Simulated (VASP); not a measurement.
**ZrCo2P17: single point with PBE**

System: ZrCo2P17.

```
P Co Zr
1.0
     6.23029   -0.04206   -0.13722
    -0.04206    6.58456   -0.07582
    -0.13722   -0.07582    6.50992
P Co Zr
17 2 1
Direct
  0.22473 0.71099 0.16044
  0.40382 0.00927 0.15332
  0.64251 0.68711 0.72850
  0.15960 0.96813 0.64500
  0.58093 0.90932 0.48178
  0.87378 0.14793 0.27441
  0.72460 0.44017 0.42331
  0.33132 0.64151 0.47305
  0.70904 0.80800 0.04737
  0.52028 0.33802 0.89087
  0.22965 0.28907 0.30812
  0.53623 0.55446 0.15392
  0.45511 0.23247 0.57088
  0.75691 0.12267 0.79057
  0.99146 0.66945 0.70972
  0.97993 0.78747 0.36865
  0.07846 0.10693 0.94040
  0.28168 0.59032 0.83560
  0.02063 0.30569 0.61341
  0.92110 0.45530 0.03491
```

| Property | Result |
| --- | --- |
| Program | VASP 6.6.1 |
| Task | single point |
| Functional | PBE |
| Potentials or basis | VASP PAW PBE potentials, release 64 (P, Co, Zr_sv) |
| Cutoff | 400 eV |
| k mesh | 1 × 1 × 1, shifted |
| Occupations | fermi-dirac, width 0.1267 eV |
| Spin | no spin polarisation |
| Dipole correction | no |
| Mended | yes |
| Further INCAR settings | LREAL = Auto; ALGO = Normal; EDIFF = 1e-06; NBANDS = 74; ISYM = -1 |

```yaml
Pressure: 18.8 GPa
Largest_force: 2.239 eV/Å
Band_gap_on_the_k_mesh: zero (an odd number of electrons rules out a gap without spin polarisation)
```

Forces on the atoms (eV/Å):
```
P   -0.361  1.002 -1.969
P    0.202 -0.075 -0.619
P   -0.540 -1.159  0.947
P    0.688  0.572  0.629
P   -0.215  0.770 -1.309
P    0.179  0.917  1.232
P    1.241 -0.769  0.263
P   -0.454 -0.119  1.732
P    0.075  1.049 -0.077
P   -0.835  0.166  0.632
P   -1.010  0.426 -0.500
P    0.409 -1.173  1.270
P    0.035 -0.801 -0.578
P    1.280  0.456 -0.265
P   -1.046 -0.912 -1.628
P   -1.256  0.068  0.596
P    1.162  0.323  0.146
Co   1.176  0.507 -0.219
Co  -0.005 -0.547  0.437
Zr  -0.724 -0.701 -0.720
```

Stress tensor (GPa, compression positive):
```
22.75 -3.64  4.49
-3.64 14.89 -0.19
 4.49 -0.19 18.82
```

Levels at points of the mesh, in eV from the Fermi level:
```csv
k point,band 53,band 54,band 55,band 56,band 57,band 58,band 59,band 60,band 61,band 62
"(0.25, 0.25, 0.25)",-0.99,-0.82,-0.69,-0.63,-0.31,0.09,0.15,0.48,0.70,0.75
```

Wall time 56 s on 1 thread of Intel(R) Xeon(R) Platinum 8259CL CPU @ 2.50GHz (Skylake/Cascade Lake) (shared host), peak memory 0.27 GiB.

Caveat: the atoms stand as in a frame of molecular dynamics; the run has no spin polarisation, though such a crystal can be magnetic. Spin polarisation is off, so any magnetic state and its effect on volume and gap are missing.
